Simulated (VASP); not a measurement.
# YAl3N4 (Cmmm) in VASP: relaxation of cell and atoms with PBE

Aim: the relaxation of cell and atoms of YAl3N4 with PBE.

All numbers are computed with VASP 6.6.1; they aren't measurements. Logs are shortened: lines on timing, memory, paths and dates and some standing lists are left out, and cuts for length are marked.

## Step 1: The cell of the first run

Symmetry: Cmmm, No. 65, orthorhombic system. The conventional cell has a = 6.143 Å, b = 8.574 Å, c = 3.083 Å, α = 90.00°, β = 90.00°, γ = 90.00°. Y (site symmetry mmm) has 6 N at 2.27 to 2.29 Å and 10 Al at 3.05 to 3.07 Å and 2 Y at 3.08 Å within 3.1 Å. Al (site symmetry 2/m) has 6 N at 2.15 to 2.18 Å within 2.8 Å. Within 2.7 Å of Al (site symmetry mmm) lie 6 N at 2.01 to 2.07 Å. Within 2.7 Å of N (site symmetry m2m) lie 5 Al at 2.01 to 2.18 Å and 1 Y at 2.27 Å. Within 2.9 Å of N (site symmetry 2mm) lie 4 Al at 2.07 to 2.15 Å and 2 Y at 2.29 Å and 5 N at 2.77 to 2.89 Å.

## Step 2: Relaxation of cell and atoms, PBE

Contents of INCAR:

```
SYSTEM = YAl3N4
PREC = Accurate ; ENCUT = 600
EDIFF = 1E-6 ; ISMEAR = 0
SIGMA = 0.02 ; LREAL = .FALSE.
LASPH = .TRUE. ; NELM = 100
ALGO = Normal ; ISIF = 3
LWAVE = .FALSE. ; LCHARG = .FALSE.
GGA = PE ; IBRION = 2
NSW = 100 ; EDIFFG = -0.01
```

Contents of KPOINTS:

```
regular mesh
0
G
  6 6 10
  0 0 0
```

Contents of POSCAR:

```
YAl3N4
1.0
    3.0716271518     -4.2869588803      0.0000000000
    3.0716271518      4.2869588803      0.0000000000
    0.0000000000      0.0000000000      3.0827811197
Y Al N
1 3 4
Direct
    0.0000000000      0.0000000000      0.0000000000
    0.0000000000      0.5000000000      0.5000000000
    0.5000000000      0.0000000000      0.5000000000
    0.5000000000      0.5000000000      0.0000000000
    0.7347518510      0.2652481490      0.0000000000
    0.7252494120      0.7252494120      0.5000000000
    0.2747505880      0.2747505880      0.5000000000
    0.2652481490      0.7347518510      0.0000000000
```

Potentials or basis: VASP PAW PBE potentials, release 64 (Y_sv, Al, N).

Run with:

```sh
cat potpaw_PBE.64/Y_sv/POTCAR potpaw_PBE.64/Al/POTCAR potpaw_PBE.64/N/POTCAR > POTCAR
mpirun -np 1 vasp_std > vasp.out
```

OUTCAR:

```text
SYSTEM = YAl3N4
   PREC = Accurate
   ENCUT = 600
   EDIFF = 1E-6
   ISMEAR = 0
   LREAL = .FALSE.
   LASPH = .TRUE.
   NELM = 100
   ISIF = 3
   GGA = PE
   IBRION = 2
   NSW = 100
   EDIFFG = -0.01

 ion  position               nearest neighbor table
   1  0.000  0.000  0.000-   5 2.27   8 2.27   7 2.29   6 2.29   6 2.29   7 2.29   2 3.05   3 3.05
                             2 3.05   3 3.05   2 3.05   2 3.05   3 3.05   3 3.05   4 3.07   4 3.07
   2  0.000  0.500  0.500-   6 2.15   7 2.15   5 2.18   8 2.18   5 2.18   8 2.18   1 3.05   4 3.05
                             1 3.05   4 3.05   1 3.05   1 3.05   4 3.05   4 3.05   3 3.07   3 3.07
   3  0.500  0.000  0.500-   6 2.15   7 2.15   5 2.18   8 2.18   5 2.18   8 2.18   1 3.05   4 3.05
                             1 3.05   4 3.05   4 3.05   4 3.05   1 3.05   1 3.05   2 3.07   2 3.07
   4  0.500  0.500  0.000-   5 2.01   8 2.01   7 2.07   6 2.07   6 2.07   7 2.07   2 3.05   3 3.05
                             2 3.05   3 3.05   3 3.05   3 3.05   2 3.05   2 3.05   1 3.07   1 3.07
   5  0.735  0.265  0.000-   4 2.01   3 2.18   2 2.18   2 2.18   3 2.18   1 2.27
   6  0.725  0.725  0.500-   4 2.07   4 2.07   2 2.15   3 2.15   1 2.29   1 2.29
   7  0.275  0.275  0.500-   4 2.07   4 2.07   2 2.15   3 2.15   1 2.29   1 2.29
   8  0.265  0.735  0.000-   4 2.01   3 2.18   2 2.18   2 2.18   3 2.18   1 2.27

  LATTYP: Found a base centered orthorhombic cell.
 ALAT       =     6.1432543036
 B/A-ratio  =     1.3956638187
 C/A-ratio  =     0.5018156448

  Lattice vectors:

 A1 = (   3.0716271518,  -4.2869588803,   0.0000000000)
 A2 = (   3.0716271518,   4.2869588803,   0.0000000000)
 A3 = (   0.0000000000,   0.0000000000,   3.0827811197)

Analysis of symmetry for initial positions (statically):
=====================================================================
 Subroutine PRICEL returns:
 Original cell was already a primitive cell.

 Routine SETGRP: Setting up the symmetry group for a
 base centered orthorhombic supercell.

 Subroutine GETGRP returns: Found  8 space group operations
 (whereof  8 operations were pure point group operations)
 out of a pool of  8 trial point group operations.

The static configuration has the point symmetry D_2h.

Analysis of symmetry for dynamics (positions and initial velocities):
=====================================================================
 Subroutine PRICEL returns:
 Original cell was already a primitive cell.

 Routine SETGRP: Setting up the symmetry group for a
 base centered orthorhombic supercell.

 Subroutine GETGRP returns: Found  8 space group operations
 (whereof  8 operations were pure point group operations)
 out of a pool of  8 trial point group operations.

The dynamic configuration has the point symmetry D_2h.

 Subroutine INISYM returns: Found  8 space group operations
 (whereof  8 operations are pure point group operations),
 and found     1 'primitive' translations

----------------------------------------------------------------------------------------

                                     Primitive cell

  volume of cell :      81.1877

  direct lattice vectors                    reciprocal lattice vectors
     3.071627152 -4.286958880  0.000000000     0.162780173 -0.116632796  0.000000000
     3.071627152  4.286958880  0.000000000     0.162780173  0.116632796  0.000000000
     0.000000000  0.000000000  3.082781120     0.000000000  0.000000000  0.324382420

  length of vectors
     5.273794630  5.273794630  3.082781120     0.200251327  0.200251327  0.324382420

  position of ions in fractional coordinates (direct lattice)
     0.000000000  0.000000000  0.000000000
     0.000000000  0.500000000  0.500000000
     0.500000000  0.000000000  0.500000000
     0.500000000  0.500000000  0.000000000
     0.734751851  0.265248149  0.000000000
     0.725249412  0.725249412  0.500000000
     0.274750588  0.274750588  0.500000000
     0.265248149  0.734751851  0.000000000

  ion indices of the primitive-cell ions
   primitive index   ion index
                 1           1
                 2           2
                 3           3
                 4           4
                 5           5
                 6           6
                 7           7
                 8           8

----------------------------------------------------------------------------------------

 KPOINTS: regular mesh

Automatic generation of k-mesh.
 Grid dimensions read from file:
 generate k-points for:    6    6   10

 Generating k-lattice:

  Cartesian coordinates                     Fractional coordinates (reciprocal lattice)
     0.027130029 -0.019438799  0.000000000     0.166666667  0.000000000  0.000000000
     0.027130029  0.019438799  0.000000000     0.000000000  0.166666667  0.000000000
     0.000000000  0.000000000  0.032438242     0.000000000  0.000000000  0.100000000

  Length of vectors
     0.033375221  0.033375221  0.032438242

  Shift w.r.t. Gamma in fractional coordinates (k-lattice)
     0.000000000  0.000000000  0.000000000

 Subroutine IBZKPT returns following result:
 ===========================================

 Found     78 irreducible k-points:

 Following reciprocal coordinates:
            Coordinates               Weight
  0.000000  0.000000  0.000000      1.000000
  0.166667  0.000000  0.000000      4.000000
  0.333333  0.000000  0.000000      4.000000
  0.500000  0.000000  0.000000      2.000000
  0.166667  0.166667  0.000000      2.000000
  0.333333  0.166667  0.000000      4.000000
[... 16 lines left out ...]
  0.333333  0.333333  0.100000      4.000000
  0.500000  0.333333  0.100000      8.000000
 [... further k-points ...]
   k-points           NKPTS =     78   k-points in BZ     NKDIM =     78   number of bands    NBANDS=     25
   number of dos      NEDOS =    301   number of ions     NIONS =      8
   total plane-waves  NPLWV =  49392
   dimension x,y,z NGX =    42 NGY =   42 NGZ =   28
   dimension x,y,z NGXF=    84 NGYF=   84 NGZF=   56
   ions per type =               1   3   4
   NGX,Y,Z   is equivalent  to a cutoff of  13.24, 13.24, 15.10 a.u.
   NGXF,Y,Z  is equivalent  to a cutoff of  26.48, 26.48, 30.20 a.u.
 SYSTEM =  YAl3N4
   PREC   = accura    normal or accurate (medium, high low for compatibility)
   ISTART =      0    job   : 0-new  1-cont  2-samecut
   ICHARG =      2    charge: 1-file 2-atom 10-const
   ISPIN  =      1    spin polarized calculation?
   LNONCOLLINEAR =      F non collinear calculations
   LSORBIT =      F    spin-orbit coupling
   LASPH  =      T    aspherical Exc in radial PAW
   ENCUT  =  600.0 eV  44.10 Ry    6.64 a.u.  10.53 10.53  6.16*2*pi/ulx,y,z
   NELM   =    100;   NELMIN=  2; NELMDL= -5     # of ELM steps
   EDIFF  = 0.1E-05   stopping-criterion for ELM
   LREAL  =      F    real-space projection
   EDIFFG = -.1E-01   stopping-criterion for IOM
   NSW    =    100    number of steps for IOM
   IBRION =      2    ionic relax: 0-MD 1-quasi-New 2-CG
   NFREE  =      1    steps in history (QN), initial steepest desc. (CG)
   ISIF   =      3    stress and relaxation
   ISYM   =      2    0-nonsym 1-usesym 2-fastsym
   POTIM  = 0.5000    time-step for ionic-motion
   TEBEG  =    0.0;   TEEND  =   0.0 temperature during run
   PSTRESS=    0.0 pullay stress
   NELECT =      40.0000    total number of electrons
   NUPDOWN=      -1.0000    fix difference up-down
   EMIN   =  10.00;   EMAX   =-10.00  energy-range for DOS
   EFERMI =   0.00;   METHOD = LEGACY
   ISMEAR =     0;   SIGMA  =   0.02  broadening in eV -4-tet -1-fermi 0-gaus
   EFERMI_NEDOS =   21; number of points for ismear=-14 and -15
   IALGO  =     38    algorithm
   IMIX   =      4    mixing-type and parameters
     AMIX     =   0.40;   BMIX     =  1.00
     AMIX_MAG =   1.60;   BMIX_MAG =  1.00
  volume/ion in A,a.u.               =      10.15        68.49
  Fermi-wavevector in a.u.,A,eV,Ry     =   1.292998  2.443413 22.746831  1.671845
  Thomas-Fermi vector in A             =   2.424671
   LORBIT       =      0    0 simple, 1 ext, 2 COOP (PROOUT), +10 PAW based schemes
   GGA     = PE    functional components
   LHFCALC =     F    Hartree Fock is set to
   AEXX    =    0.0000 exact exchange contribution
   IVDW    =     0    specifies the selected vdW correction
   LEPSILON=     F    determine dielectric tensor
   LRPA    =     F    only Hartree local field effects (RPA)
 conjugate gradient relaxation of ions
 non-spin polarized calculation
 Gauss-broadening in eV      SIGMA  =   0.02
  energy-cutoff  :      600.00
  volume of cell :       81.19
 maximum number of plane-waves:      2736
   NGX = 21   NGY = 21   NGZ = 13

--------------------------------------- Ionic step        1  -------------------------------------------

 number of electron      39.9999998 magnetization

 Free energy of the ion-electron system (eV)
  ---------------------------------------------------
  ext. energy  EPLUGINS =         0.00000000
  ---------------------------------------------------
  free energy    TOTEN  =       -59.87525347 eV

  energy without entropy =      -59.87525347  energy(sigma->0) =      -59.87525347

------------------------ aborting loop because EDIFF is reached ----------------------------------------

  FORCE on cell =-STRESS in cart. coord.  units (eV):
  Direction    XX          YY          ZZ          XY          YZ          ZX
  --------------------------------------------------------------------------------------
  -------------------------------------------------------------------------------------
  Total       -0.1982660     -0.2039358     -0.2334373     -0.0000000      0.0000000      0.0000000
  in kB       -3.9126258     -4.0245152     -4.6067039     -0.0000000      0.0000000      0.0000000
  external PRESSURE =      -4.1812816 kB  Pullay stress =       0.0000000 kB
[... 69 lines left out ...]
  energy  without entropy=      -59.8752752823  energy(sigma->0) =      -59.87527528

--------------------------------------- Ionic step        3  -------------------------------------------

 number of electron      39.9999998 magnetization

 Free energy of the ion-electron system (eV)
  ---------------------------------------------------
  ext. energy  EPLUGINS =         0.00000000
  ---------------------------------------------------
  free energy    TOTEN  =       -59.87546137 eV

  energy without entropy =      -59.87546137  energy(sigma->0) =      -59.87546137

 E-fermi :   7.9299     XC(G=0): -11.8256

 val. band max:        7.7044716867   @ k =   0.0000   0.0000   0.0000
 cond. band min:       9.4578576210   @ k =   0.0000   0.0000   0.0000
 fundamental gap:      1.7533859343
 Fermi energy:         7.9298875347

 k-point     1 :       0.0000    0.0000    0.0000
  band No.  band energies     occupation
      1     -32.7170      2.00000
      2     -13.3599      2.00000
      3     -13.2518      2.00000
      4     -12.3646      2.00000
      5      -8.2447      2.00000
      6      -5.6474      2.00000
[... 661 lines left out ...]
     24      13.4605      0.00000
     25      13.7679      0.00000

 [... further k-points ...]
[... 5 lines left out ...]
  --------------------------------------------------------------------------------------
  -------------------------------------------------------------------------------------
  Total        0.0053169      0.0165076     -0.0143765      0.0000000      0.0000000      0.0000000
  in kB        0.1051314      0.3264069     -0.2842681      0.0000000      0.0000000      0.0000000
  external PRESSURE =       0.0490901 kB  Pullay stress =       0.0000000 kB
[... 23 lines left out ...]
  FREE ENERGIE OF THE ION-ELECTRON SYSTEM (eV)
  ---------------------------------------------------
  free  energy   TOTEN  =       -59.8754613731 eV

  energy  without entropy=      -59.8754613731  energy(sigma->0) =      -59.87546137

 reached required accuracy - stopping structural energy minimisation
```

Run time: 8.5 min. Hardware: 1 thread of Oxide Virtual Turin-like, shared host; peak memory 0.33 GiB.

What came out:

- Free energy: -59.8755 eV
- Relaxed volume: 10.13 Å³/atom
- Relaxed cell: a = 5.270 Å, b = 5.270 Å, c = 3.081 Å, α = 90.00°, β = 90.00°, γ = 108.76°
- Space group after relaxing (to 0.1 Å): Cmmm (No. 65)
- Energy gained by relaxing: 0.0 meV/atom
- Ionic steps: 3
- Pressure after relaxing: 0.0 GPa
- Largest force after relaxing: 0.005 eV/Å
- Band gap on the k mesh: 1.75 eV

Forces in eV/Å, atoms in the order of the input:
```
Y    0.000  0.000  0.000
Al   0.000  0.000  0.000
Al   0.000  0.000  0.000
Al   0.000  0.000  0.000
N    0.000  0.000  0.000
N   -0.005  0.000  0.000
N    0.005  0.000  0.000
N    0.000  0.000  0.000
```

The path:
| step | energy change (eV) | largest force (eV/Å) | pressure (GPa) | volume (Å³) |
| --- | --- | --- | --- | --- |
| 1 | 0.0000 | 0.0021 | -0.42 | 81.19 |
| 2 | 0.0000 | 0.0113 | 0.40 | 80.88 |
| 3 | -0.0002 | 0.0048 | 0.00 | 81.03 |

Final structure:
```
Y Al N
1.0
     3.06974   -4.28425    0.00000
     3.06974    4.28425    0.00000
     0.00000    0.00000    3.08055
Y Al N
1 3 4
Direct
  0.00000 0.00000 0.00000
  0.00000 0.50000 0.50000
  0.50000 0.00000 0.50000
  0.50000 0.50000 0.00000
  0.73476 0.26524 0.00000
  0.72526 0.72526 0.50000
  0.27474 0.27474 0.50000
  0.26524 0.73476 0.00000
```

A k mesh can miss the band edges.
